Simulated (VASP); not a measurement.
# InSb (Fm-3m) in VASP: single point with PBE

Aim: the single point of InSb with PBE.

All numbers are computed with VASP 6.6.1; they aren't measurements. Logs are shortened: lines on timing, memory, paths and dates and some standing lists are left out, and cuts for length are marked.

## Step 1: The cell of the first run

It takes space group Fm-3m (No. 225, cubic). Conventional cell: a = 6.150 Å, b = 6.150 Å, c = 6.150 Å, α = 90.00°, β = 90.00°, γ = 90.00°. Within 4.0 Å of In (site symmetry m-3m) lie 6 Sb at 3.08 Å. Within 4.0 Å of Sb (site symmetry m-3m) lie 6 In at 3.08 Å.

## Step 2: Single point, PBE

INCAR

```
SYSTEM = InSb
ALGO     = Normal         ! electronic algorithm
EDIFF    = 1E-6           ! SCF threshold, eV
ENCUT    = 500            ! plane-wave cutoff, eV
GGA      = PE             ! functional
GGA_COMPAT= .FALSE.      
ISIF     = 2              ! what is computed and relaxed
ISMEAR   = 0              ! smearing method
LASPH    = .TRUE.         ! aspherical terms in the spheres
LCHARG   = .FALSE.        ! write CHGCAR
LREAL    = .FALSE.        ! projectors in reciprocal space
LWAVE    = .FALSE.        ! write WAVECAR
NBANDS   = 16             ! bands
NELM     = 120            ! most SCF steps
PREC     = Accurate       ! precision mode
SIGMA    = 0.15           ! smearing width, eV
```

KPOINTS

```
k-points
0
G
  12 12 12
  0 0 0
```

POSCAR

```
InSb
1.0
    0.0000000000      3.0751837979      3.0751837979
    3.0751837979      0.0000000000      3.0751837979
    3.0751837979      3.0751837979      0.0000000000
In Sb
1 1
Direct
    0.0000000000      0.0000000000      0.0000000000
    0.5000000000      0.5000000000      0.5000000000
```

Potentials or basis: VASP PAW PBE potentials, release 64 (In_d, Sb).

On the command line:

```console
cat potpaw_PBE.64/In_d/POTCAR potpaw_PBE.64/Sb/POTCAR > POTCAR
mpirun -np 1 vasp_std > vasp.out
```

OUTCAR:

```text
SYSTEM = InSb
   EDIFF = 1E-6
   ENCUT = 500
   GGA = PE
   ISIF = 2
   ISMEAR = 0
   LASPH = .TRUE.
   LREAL = .FALSE.
   NELM = 120
   PREC = Accurate

 ion  position               nearest neighbor table
   1  0.000  0.000  0.000-   2 3.08   2 3.08   2 3.08   2 3.08   2 3.08   2 3.08
   2  0.500  0.500  0.500-   1 3.08   1 3.08   1 3.08   1 3.08   1 3.08   1 3.08

  LATTYP: Found a face centered cubic cell.
 ALAT       =     6.1503675958

  Lattice vectors:

 A1 = (   0.0000000000,   3.0751837979,   3.0751837979)
 A2 = (   3.0751837979,   0.0000000000,   3.0751837979)
 A3 = (   3.0751837979,   3.0751837979,   0.0000000000)

Analysis of symmetry for initial positions (statically):
=====================================================================
 Subroutine PRICEL returns:
 Original cell was already a primitive cell.

 Routine SETGRP: Setting up the symmetry group for a
 face centered cubic supercell.

 Subroutine GETGRP returns: Found 48 space group operations
 (whereof 48 operations were pure point group operations)
 out of a pool of 48 trial point group operations.

The static configuration has the point symmetry O_h .

Analysis of symmetry for dynamics (positions and initial velocities):
=====================================================================
 Subroutine PRICEL returns:
 Original cell was already a primitive cell.

 Routine SETGRP: Setting up the symmetry group for a
 face centered cubic supercell.

 Subroutine GETGRP returns: Found 48 space group operations
 (whereof 48 operations were pure point group operations)
 out of a pool of 48 trial point group operations.

The dynamic configuration has the point symmetry O_h .

 Subroutine INISYM returns: Found 48 space group operations
 (whereof 48 operations are pure point group operations),
 and found     1 'primitive' translations

----------------------------------------------------------------------------------------

                                     Primitive cell

  volume of cell :      58.1625

  direct lattice vectors                    reciprocal lattice vectors
     0.000000000  3.075183798  3.075183798    -0.162591908  0.162591908  0.162591908
     3.075183798  0.000000000  3.075183798     0.162591908 -0.162591908  0.162591908
     3.075183798  3.075183798  0.000000000     0.162591908  0.162591908 -0.162591908

  length of vectors
     4.348966634  4.348966634  4.348966634     0.281617445  0.281617445  0.281617445

  position of ions in fractional coordinates (direct lattice)
     0.000000000  0.000000000  0.000000000
     0.500000000  0.500000000  0.500000000

  ion indices of the primitive-cell ions
   primitive index   ion index
                 1           1
                 2           2

----------------------------------------------------------------------------------------

 KPOINTS: k-points

Automatic generation of k-mesh.
 Grid dimensions read from file:
 generate k-points for:   12   12   12

 Generating k-lattice:

  Cartesian coordinates                     Fractional coordinates (reciprocal lattice)
    -0.013549326  0.013549326  0.013549326     0.083333333  0.000000000  0.000000000
     0.013549326 -0.013549326  0.013549326     0.000000000  0.083333333  0.000000000
     0.013549326  0.013549326 -0.013549326     0.000000000  0.000000000  0.083333333

  Length of vectors
     0.023468120  0.023468120  0.023468120

  Shift w.r.t. Gamma in fractional coordinates (k-lattice)
     0.000000000  0.000000000  0.000000000

 Subroutine IBZKPT returns following result:
 ===========================================

 Found     72 irreducible k-points:

 Following reciprocal coordinates:
            Coordinates               Weight
  0.000000  0.000000  0.000000      1.000000
  0.083333  0.000000  0.000000      8.000000
  0.166667  0.000000  0.000000      8.000000
  0.250000  0.000000  0.000000      8.000000
  0.333333  0.000000  0.000000      8.000000
  0.416667  0.000000  0.000000      8.000000
[... 16 lines left out ...]
  0.500000  0.166667  0.000000     24.000000
 -0.416667  0.166667  0.000000     24.000000
 [... further k-points ...]
   k-points           NKPTS =     72   k-points in BZ     NKDIM =     72   number of bands    NBANDS=     16
   number of dos      NEDOS =    301   number of ions     NIONS =      2
   total plane-waves  NPLWV =  32768
   dimension x,y,z NGX =    32 NGY =   32 NGZ =   32
   dimension x,y,z NGXF=    64 NGYF=   64 NGZF=   64
   ions per type =               1   1
   NGX,Y,Z   is equivalent  to a cutoff of  12.23, 12.23, 12.23 a.u.
   NGXF,Y,Z  is equivalent  to a cutoff of  24.46, 24.46, 24.46 a.u.
 SYSTEM =  InSb
   PREC   = accura    normal or accurate (medium, high low for compatibility)
   ISTART =      0    job   : 0-new  1-cont  2-samecut
   ICHARG =      2    charge: 1-file 2-atom 10-const
   ISPIN  =      1    spin polarized calculation?
   LNONCOLLINEAR =      F non collinear calculations
   LSORBIT =      F    spin-orbit coupling
   LASPH  =      T    aspherical Exc in radial PAW
   ENCUT  =  500.0 eV  36.75 Ry    6.06 a.u.   7.93  7.93  7.93*2*pi/ulx,y,z
   NELM   =    120;   NELMIN=  2; NELMDL= -5     # of ELM steps
   EDIFF  = 0.1E-05   stopping-criterion for ELM
   LREAL  =      F    real-space projection
   EDIFFG = 0.1E-04   stopping-criterion for IOM
   NSW    =      0    number of steps for IOM
   IBRION =     -1    ionic relax: 0-MD 1-quasi-New 2-CG
   NFREE  =      0    steps in history (QN), initial steepest desc. (CG)
   ISIF   =      2    stress and relaxation
   ISYM   =      2    0-nonsym 1-usesym 2-fastsym
   POTIM  = 0.5000    time-step for ionic-motion
   TEBEG  =    0.0;   TEEND  =   0.0 temperature during run
   PSTRESS=    0.0 pullay stress
   NELECT =      18.0000    total number of electrons
   NUPDOWN=      -1.0000    fix difference up-down
   EMIN   =  10.00;   EMAX   =-10.00  energy-range for DOS
   EFERMI =   0.00;   METHOD = LEGACY
   ISMEAR =     0;   SIGMA  =   0.15  broadening in eV -4-tet -1-fermi 0-gaus
   EFERMI_NEDOS =   21; number of points for ismear=-14 and -15
   IALGO  =     38    algorithm
   IMIX   =      4    mixing-type and parameters
     AMIX     =   0.40;   BMIX     =  1.00
     AMIX_MAG =   1.60;   BMIX_MAG =  1.00
  volume/ion in A,a.u.               =      29.08       196.25
  Fermi-wavevector in a.u.,A,eV,Ry     =   1.107349  2.092587 16.683766  1.226222
  Thomas-Fermi vector in A             =   2.243862
   LORBIT       =      0    0 simple, 1 ext, 2 COOP (PROOUT), +10 PAW based schemes
   GGA     = PE    functional components
   LHFCALC =     F    Hartree Fock is set to
   AEXX    =    0.0000 exact exchange contribution
   IVDW    =     0    specifies the selected vdW correction
   LEPSILON=     F    determine dielectric tensor
   LRPA    =     F    only Hartree local field effects (RPA)
 non-spin polarized calculation
 Gauss-broadening in eV      SIGMA  =   0.15
  energy-cutoff  :      500.00
  volume of cell :       58.16
 maximum number of plane-waves:      1492
   NGX = 15   NGY = 15   NGZ = 15

 number of electron      18.0000005 magnetization

 Free energy of the ion-electron system (eV)
  ---------------------------------------------------
  ext. energy  EPLUGINS =         0.00000000
  ---------------------------------------------------
  free energy    TOTEN  =        -6.67075427 eV

  energy without entropy =       -6.65466061  energy(sigma->0) =       -6.66270744

 E-fermi :   6.5414     XC(G=0):  -9.7020

 val. band max:        6.5292838066   @ k =   0.5000   0.0833   0.0000
 cond. band min:       6.5581960034   @ k =   0.1667   0.0000   0.0000
 fundamental gap:      0.0289121967
 Fermi energy:         6.5414163311

 k-point     1 :       0.0000    0.0000    0.0000
  band No.  band energies     occupation
      1      -7.8465      2.00000
      2      -7.8465      2.00000
      3      -7.8179      2.00000
      4      -7.8179      2.00000
      5      -7.8179      2.00000
      6      -4.3224      2.00000
[... 8 lines left out ...]
     15      12.7210      0.00000
     16      12.7210      0.00000

 k-point     2 :       0.0833    0.0000    0.0000
  band No.  band energies     occupation
      1      -7.8481      2.00000
      2      -7.8481      2.00000
      3      -7.8179      2.00000
      4      -7.8164      2.00000
      5      -7.8164      2.00000
      6      -4.2494      2.00000
[... 8 lines left out ...]
     15      12.9136      0.00000
     16      12.9136      0.00000

 k-point     3 :       0.1667    0.0000    0.0000
  band No.  band energies     occupation
      1      -7.8532      2.00000
      2      -7.8532      2.00000
      3      -7.8179      2.00000
      4      -7.8120      2.00000
      5      -7.8120      2.00000
      6      -4.0335      2.00000
[... 8 lines left out ...]
     15      13.3552      0.00000
     16      13.3552      0.00000

 k-point     4 :       0.2500    0.0000    0.0000
  band No.  band energies     occupation
      1      -7.8607      2.00000
      2      -7.8607      2.00000
      3      -7.8182      2.00000
      4      -7.8052      2.00000
      5      -7.8052      2.00000
      6      -3.6863      2.00000
[... 8 lines left out ...]
     15      14.0502      0.00000
     16      14.0502      0.00000
[... 324 lines left out ...]
 k-point    22 :       0.4167    0.1667    0.0000
  band No.  band energies     occupation
      1      -7.8985      2.00000
      2      -7.8560      2.00000
      3      -7.8197      2.00000
      4      -7.7974      2.00000
      5      -7.7899      2.00000
      6      -2.8346      2.00000
[... 8 lines left out ...]
     15      16.7090      0.00000
     16      16.9052      0.00000

 k-point    23 :       0.5000    0.1667    0.0000
  band No.  band energies     occupation
      1      -7.8988      2.00000
      2      -7.8638      2.00000
      3      -7.8163      2.00000
      4      -7.7964      2.00000
      5      -7.7878      2.00000
      6      -2.4437      2.00000
[... 8 lines left out ...]
     15      16.9316      0.00000
     16      17.0465      0.00000

 k-point    24 :      -0.4167    0.1667    0.0000
  band No.  band energies     occupation
      1      -7.8933      2.00000
      2      -7.8695      2.00000
      3      -7.8138      2.00000
      4      -7.7965      2.00000
      5      -7.7897      2.00000
      6      -2.3746      2.00000
[... 8 lines left out ...]
     15      15.7373      0.00000
     16      15.8346      0.00000

 [... further k-points ...]

------------------------ aborting loop because EDIFF is reached ----------------------------------------

  FORCE on cell =-STRESS in cart. coord.  units (eV):
  Direction    XX          YY          ZZ          XY          YZ          ZX
  --------------------------------------------------------------------------------------
  -------------------------------------------------------------------------------------
  Total        0.0023924      0.0023924      0.0023924     -0.0000000     -0.0000000      0.0000000
  in kB        0.0659026      0.0659026      0.0659026     -0.0000000     -0.0000000      0.0000000
  external PRESSURE =       0.0659026 kB  Pullay stress =       0.0000000 kB

 VOLUME and BASIS-vectors are now :
 -----------------------------------------------------------------------------
  energy-cutoff  :      500.00
  volume of cell :       58.16
      direct lattice vectors                 reciprocal lattice vectors
     0.000000000  3.075183798  3.075183798    -0.162591908  0.162591908  0.162591908
     3.075183798  0.000000000  3.075183798     0.162591908 -0.162591908  0.162591908
     3.075183798  3.075183798  0.000000000     0.162591908  0.162591908 -0.162591908

 POSITION                                       TOTAL-FORCE (eV/Angst)
 -----------------------------------------------------------------------------------
      0.00000      0.00000      0.00000         0.000000      0.000000     -0.000000
      3.07518      3.07518      3.07518         0.000000      0.000000      0.000000
 -----------------------------------------------------------------------------------
    total drift:                                0.000000     -0.000000     -0.000000

  FREE ENERGIE OF THE ION-ELECTRON SYSTEM (eV)
  ---------------------------------------------------
  free  energy   TOTEN  =        -6.6707542654 eV

  energy  without entropy=       -6.6546606062  energy(sigma->0) =       -6.66270744
```

Run time: 53 s. Hardware: 1 thread of Intel Xeon 8259CL, shared host; peak memory 0.21 GiB.

Results:

```
Free energy            : -6.6708 eV
Pressure               : 0.0 GPa
Band gap on the k mesh : zero (bands 9 and 10 overlap by 2.66 eV)
```

Levels at points of the mesh, in eV from the Fermi level:
| k point | band 7 | band 8 | band 9 | band 10 | band 11 | band 12 |
| --- | --- | --- | --- | --- | --- | --- |
| (0.00, 0.00, 0.00) | -0.51 | -0.02 | -0.02 | -0.02 | 6.04 | 6.04 |
| (0.50, 0.00, 0.00) | -6.33 | 0.35 | 0.35 | 2.20 | 2.49 | 2.49 |
| (0.50, 0.50, 0.00) | -4.34 | -3.32 | -2.06 | -2.06 | 3.28 | 8.19 |

Caveat: spin-orbit coupling is left out, which moves the levels of the heavy elements.

The gap in the log of VASP goes by the Fermi energy; the results here count the filled bands.